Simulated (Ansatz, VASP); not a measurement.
**ScAl in VASP and in Ansatz**

Contents of INCAR:

```
ALGO = Fast
EDIFF = 1E-6
ENCUT = 520
GGA = PS
ISIF = 2
ISMEAR = 0
LASPH = True
LCHARG = False
LREAL = False
LWAVE = False
NBANDS = 14
NELM = 100
PREC = Accurate
SIGMA = 0.1
```

File KPOINTS:

```
k-points
0
Gamma
  4 4 4
```

POSCAR

```
ScAl
1.0
    3.3703489700      0.0000000000      0.0000000000
    0.0000000000      3.3703489700      0.0000000000
    0.0000000000      0.0000000000      3.3703489700
Sc Al
1 1
Direct
    0.5000000000      0.5000000000      0.5000000000
    0.0000000000      0.0000000000      0.0000000000
```

Input for Ansatz:

```yaml
crystal:
  lattice:
    - [3.37034897, 0.0, 0.0]
    - [0.0, 3.37034897, 0.0]
    - [0.0, 0.0, 3.37034897]
  atoms:
    - { symbol: Sc, position: [0.5, 0.5, 0.5] }
    - { symbol: Al, position: [0.0, 0.0, 0.0] }
basis:
  ecutwfc: 420
kpoints:
  mp_grid: { grid: [4, 4, 4] }
hamiltonian:
  xc: pbesol
scf:
  occupations: { method: gaussian, width: 0.1 }
output:
  forces: true
  stress: true
  eigenvalues: true
```

Alike in both runs: task single point; functional PBEsol; k mesh 4 × 4 × 4; occupations gaussian, width 0.1 eV; no spin polarisation.

|  | VASP | Ansatz |
| --- | --- | --- |
| version | VASP 6.6.1 | Ansatz 0.2.0 |
| potentials or method | VASP PAW PBE potentials, release 64 (Sc_sv, Al), cutoff 520 eV | scalar-relativistic, plane waves, PAW |
| valence electrons in the cell | 14 | 14 |

VASP gave:

| Property | Result |
| --- | --- |
| gap on the k mesh at the Fermi level (eV) | none |
| pressure (GPa) | -1.2 |

What did Ansatz give for the same quantities?

gap on the k mesh at the Fermi level (eV): none; pressure (GPa): -1.4.

VASP's potentials were made for PBE, not for PBEsol. A gap of «none» marks a metal or a gap that the smearing closes.

The k mesh is coarse, so the values compare programs but aren't converged.
